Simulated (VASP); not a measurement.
# Sn (P6_3/mmc) in VASP: notebook, part 2 of 2

VASP 6.6.1. The steps go on from the part before.

### Step 3. Single point, revPBE (26.05 Å³/atom)

This run uses another cell than the first one, of 26.05 Å³/atom.

The input, INCAR:

```
PREC     = Accurate       # precision mode
ENCUT    = 520            # plane-wave cutoff, eV
EDIFF    = 1E-7           # SCF threshold, eV
ISMEAR   = -1             # smearing method
SIGMA    = 0.1            # smearing width, eV
LREAL    = F              # projectors in reciprocal space
LASPH    = T              # aspherical terms in the spheres
NELM     = 100            # most SCF steps
ALGO     = Normal         # electronic algorithm
ISIF     = 2              # what is computed and relaxed
LWAVE    = F              # write WAVECAR
LCHARG   = F              # write CHGCAR
GGA      = RE             # functional
NBANDS   = 21             # bands
```

The input, KPOINTS:

```
regular mesh
0
Gamma
  12 12 7
```

The input, POSCAR:

```
Sn
1.0
    3.3081326753      0.0000000000      0.0000000000
   -1.6540663377      2.8649269359      0.0000000000
    0.0000000000      0.0000000000      5.4980372579
Sn
2
Direct
    0.3333333333      0.6666666667      0.2500000000
    0.6666666667      0.3333333333      0.7500000000
```

Potentials or basis: VASP PAW PBE potentials, release 64 (Sn_d).

Run with:

```sh
$ cat potpaw_PBE.64/Sn_d/POTCAR > POTCAR
$ mpirun -np 1 vasp_std > vasp.out
```

OUTCAR:

```text
PREC = Accurate
   ENCUT = 520
   EDIFF = 1E-7
   ISMEAR = -1
   LREAL = F
   LASPH = T
   NELM = 100
   ISIF = 2
   GGA = RE

 ion  position               nearest neighbor table
   1  0.333  0.667  0.250-   2 3.35   2 3.35   2 3.35   2 3.35   2 3.35   2 3.35
   2  0.667  0.333  0.750-   1 3.35   1 3.35   1 3.35   1 3.35   1 3.35   1 3.35

  LATTYP: Found a hexagonal cell.
 ALAT       =     3.3081326753
 C/A-ratio  =     1.6619760444

  Lattice vectors:

 A1 = (   3.3081326753,   0.0000000000,   0.0000000000)
 A2 = (  -1.6540663377,   2.8649269359,   0.0000000000)
 A3 = (   0.0000000000,   0.0000000000,   5.4980372579)

Analysis of symmetry for initial positions (statically):
=====================================================================
 Subroutine PRICEL returns:
 Original cell was already a primitive cell.

 Routine SETGRP: Setting up the symmetry group for a
 hexagonal supercell.

 Subroutine GETGRP returns: Found 24 space group operations
 (whereof 12 operations were pure point group operations)
 out of a pool of 24 trial point group operations.

The static configuration has the point symmetry D_3d.
 The point group associated with its full space group is D_6h.

Analysis of symmetry for dynamics (positions and initial velocities):
=====================================================================
 Subroutine PRICEL returns:
 Original cell was already a primitive cell.

 Routine SETGRP: Setting up the symmetry group for a
 hexagonal supercell.

 Subroutine GETGRP returns: Found 24 space group operations
 (whereof 12 operations were pure point group operations)
 out of a pool of 24 trial point group operations.

The dynamic configuration has the point symmetry D_3d.
 The point group associated with its full space group is D_6h.

 Subroutine INISYM returns: Found 24 space group operations
 (whereof 12 operations are pure point group operations),
 and found     1 'primitive' translations

----------------------------------------------------------------------------------------

                                     Primitive cell

  volume of cell :      52.1080

  direct lattice vectors                    reciprocal lattice vectors
     3.308132675  0.000000000  0.000000000     0.302285337  0.174524521  0.000000000
    -1.654066338  2.864926936  0.000000000     0.000000000  0.349049041  0.000000000
     0.000000000  0.000000000  5.498037258     0.000000000  0.000000000  0.181883089

  length of vectors
     3.308132675  3.308132675  5.498037258     0.349049041  0.349049041  0.181883089

  position of ions in fractional coordinates (direct lattice)
     0.333333333  0.666666667  0.250000000
     0.666666667  0.333333333  0.750000000

  ion indices of the primitive-cell ions
   primitive index   ion index
                 1           1
                 2           2

----------------------------------------------------------------------------------------

 KPOINTS: regular mesh

Automatic generation of k-mesh.
 Grid dimensions read from file:
 generate k-points for:   12   12    7

 Generating k-lattice:

  Cartesian coordinates                     Fractional coordinates (reciprocal lattice)
     0.025190445  0.014543710  0.000000000     0.083333333  0.000000000  0.000000000
     0.000000000  0.029087420  0.000000000     0.000000000  0.083333333  0.000000000
     0.000000000  0.000000000  0.025983298     0.000000000  0.000000000  0.142857143

  Length of vectors
     0.029087420  0.029087420  0.025983298

  Shift w.r.t. Gamma in fractional coordinates (k-lattice)
     0.000000000  0.000000000  0.000000000

 Subroutine IBZKPT returns following result:
 ===========================================

 Found     76 irreducible k-points:

 Following reciprocal coordinates:
            Coordinates               Weight
  0.000000  0.000000  0.000000      1.000000
  0.083333  0.000000  0.000000      6.000000
  0.166667  0.000000  0.000000      6.000000
  0.250000  0.000000  0.000000      6.000000
  0.333333  0.000000  0.000000      6.000000
  0.416667  0.000000  0.000000      6.000000
[... 16 lines left out ...]
  0.250000  0.000000  0.142857     12.000000
  0.333333  0.000000  0.142857     12.000000
 [... further k-points ...]
   k-points           NKPTS =     76   k-points in BZ     NKDIM =     76   number of bands    NBANDS=     21
   number of dos      NEDOS =    301   number of ions     NIONS =      2
   total plane-waves  NPLWV =  32928
   dimension x,y,z NGX =    28 NGY =   28 NGZ =   42
   dimension x,y,z NGXF=    56 NGYF=   56 NGZF=   84
   ions per type =               2
   NGX,Y,Z   is equivalent  to a cutoff of  14.07, 14.07, 12.70 a.u.
   NGXF,Y,Z  is equivalent  to a cutoff of  28.14, 28.14, 25.40 a.u.
 SYSTEM =  unknown system
   PREC   = accura    normal or accurate (medium, high low for compatibility)
   ISTART =      0    job   : 0-new  1-cont  2-samecut
   ICHARG =      2    charge: 1-file 2-atom 10-const
   ISPIN  =      1    spin polarized calculation?
   LNONCOLLINEAR =      F non collinear calculations
   LSORBIT =      F    spin-orbit coupling
   LASPH  =      T    aspherical Exc in radial PAW
   ENCUT  =  520.0 eV  38.22 Ry    6.18 a.u.   6.15  6.15 10.22*2*pi/ulx,y,z
   NELM   =    100;   NELMIN=  2; NELMDL= -5     # of ELM steps
   EDIFF  = 0.1E-06   stopping-criterion for ELM
   LREAL  =      F    real-space projection
   EDIFFG = 0.1E-05   stopping-criterion for IOM
   NSW    =      0    number of steps for IOM
   IBRION =     -1    ionic relax: 0-MD 1-quasi-New 2-CG
   NFREE  =      0    steps in history (QN), initial steepest desc. (CG)
   ISIF   =      2    stress and relaxation
   ISYM   =      2    0-nonsym 1-usesym 2-fastsym
   POTIM  = 0.5000    time-step for ionic-motion
   TEBEG  =    0.0;   TEEND  =   0.0 temperature during run
   PSTRESS=    0.0 pullay stress
   NELECT =      28.0000    total number of electrons
   NUPDOWN=      -1.0000    fix difference up-down
   EMIN   =  10.00;   EMAX   =-10.00  energy-range for DOS
   EFERMI =   0.00;   METHOD = LEGACY
   ISMEAR =    -1;   SIGMA  =   0.10  broadening in eV -4-tet -1-fermi 0-gaus
   EFERMI_NEDOS =   21; number of points for ismear=-14 and -15
   IALGO  =     38    algorithm
   IMIX   =      4    mixing-type and parameters
     AMIX     =   0.40;   BMIX     =  1.00
     AMIX_MAG =   1.60;   BMIX_MAG =  1.00
  volume/ion in A,a.u.               =      26.05       175.82
  Fermi-wavevector in a.u.,A,eV,Ry     =   1.330943  2.515118 24.101487  1.771409
  Thomas-Fermi vector in A             =   2.459992
   LORBIT       =      0    0 simple, 1 ext, 2 COOP (PROOUT), +10 PAW based schemes
   GGA     = RE    functional components
   LHFCALC =     F    Hartree Fock is set to
   AEXX    =    0.0000 exact exchange contribution
   IVDW    =     0    specifies the selected vdW correction
   LEPSILON=     F    determine dielectric tensor
   LRPA    =     F    only Hartree local field effects (RPA)
 non-spin polarized calculation
  energy-cutoff  :      520.00
  volume of cell :       52.11
 maximum number of plane-waves:      1419
 NGX is ok and might be reduce to    28
   NGX = 13   NGY = 13   NGZ = 21

 number of electron      27.9999989 magnetization

 Free energy of the ion-electron system (eV)
  ---------------------------------------------------
  ext. energy  EPLUGINS =         0.00000000
  ---------------------------------------------------
  free energy    TOTEN  =        -6.90150511 eV

  energy without entropy =       -6.85792848  energy(sigma->0) =       -6.87971680

 E-fermi :   8.7135     XC(G=0): -10.5107

 val. band max:        8.7085793928   @ k =   0.3333   0.2500   0.0000
 cond. band min:       8.7428174847   @ k =   0.2500   0.0000   0.1429
 fundamental gap:      0.0342380919
 Fermi energy:         8.7135262550

 k-point     1 :       0.0000    0.0000    0.0000
  band No.  band energies     occupation
      1     -12.9140      2.00000
      2     -12.9102      2.00000
      3     -12.8951      2.00000
      4     -12.8951      2.00000
      5     -12.8836      2.00000
      6     -12.8836      2.00000
[... 13 lines left out ...]
     20      18.6718      0.00000
     21      20.8332      0.00000

 k-point     2 :       0.0833    0.0000    0.0000
  band No.  band energies     occupation
      1     -12.9171      2.00000
      2     -12.9070      2.00000
      3     -12.8896      2.00000
      4     -12.8840      2.00000
      5     -12.8790      2.00000
      6     -12.8727      2.00000
[... 520 lines left out ...]
 k-point    24 :       0.3333    0.0000    0.1429
  band No.  band energies     occupation
      1     -12.9736      2.00000
      2     -12.9136      2.00000
      3     -12.9070      2.00000
      4     -12.8728      2.00000
      5     -12.8342      2.00000
      6     -12.8173      2.00000
[... 13 lines left out ...]
     20      17.4386      0.00000
     21      18.6641      0.00000

 [... further k-points ...]
[... 5 lines left out ...]
  --------------------------------------------------------------------------------------
  -------------------------------------------------------------------------------------
  Total        1.6339140      1.6339140      1.0762565     -0.0000000      0.0000000     -0.0000000
  in kB       50.2383814     50.2383814     33.0919395     -0.0000000      0.0000000     -0.0000000
  external PRESSURE =      44.5229007 kB  Pullay stress =       0.0000000 kB

 VOLUME and BASIS-vectors are now :
 -----------------------------------------------------------------------------
  energy-cutoff  :      520.00
  volume of cell :       52.11
      direct lattice vectors                 reciprocal lattice vectors
     3.308132675  0.000000000  0.000000000     0.302285337  0.174524521  0.000000000
    -1.654066338  2.864926936  0.000000000     0.000000000  0.349049041  0.000000000
     0.000000000  0.000000000  5.498037258     0.000000000  0.000000000  0.181883089

 POSITION                                       TOTAL-FORCE (eV/Angst)
 -----------------------------------------------------------------------------------
     -0.00000      1.90995      1.37451        -0.000000      0.000000     -0.000000
      1.65407      0.95498      4.12353         0.000000     -0.000000      0.000000
 -----------------------------------------------------------------------------------
    total drift:                               -0.000000      0.000000      0.000000

  FREE ENERGIE OF THE ION-ELECTRON SYSTEM (eV)
  ---------------------------------------------------
  free  energy   TOTEN  =        -6.9015051146 eV

  energy  without entropy=       -6.8579284838  energy(sigma->0) =       -6.87971680
```

It took 48 s on 1 thread of AMD EPYC 9R45 (Zen 5), shared host; peak memory 0.18 GiB.

Results:

- Free energy: -6.9015 eV
- Pressure: 4.5 GPa
- Band gap on the k mesh: zero (bands 14 and 15 overlap by 8.71 eV)

Stress tensor (GPa, compression positive):
```
5.02 0.00 0.00
0.00 5.02 0.00
0.00 0.00 3.31
```

Caveat: the cell stands under pressure; the PAW data sets were made with another functional, which shifts forces and pressure a little; spin-orbit coupling is left out, which moves the levels of the heavy elements.

The gap in the log of VASP goes by the Fermi energy; the results here count the filled bands.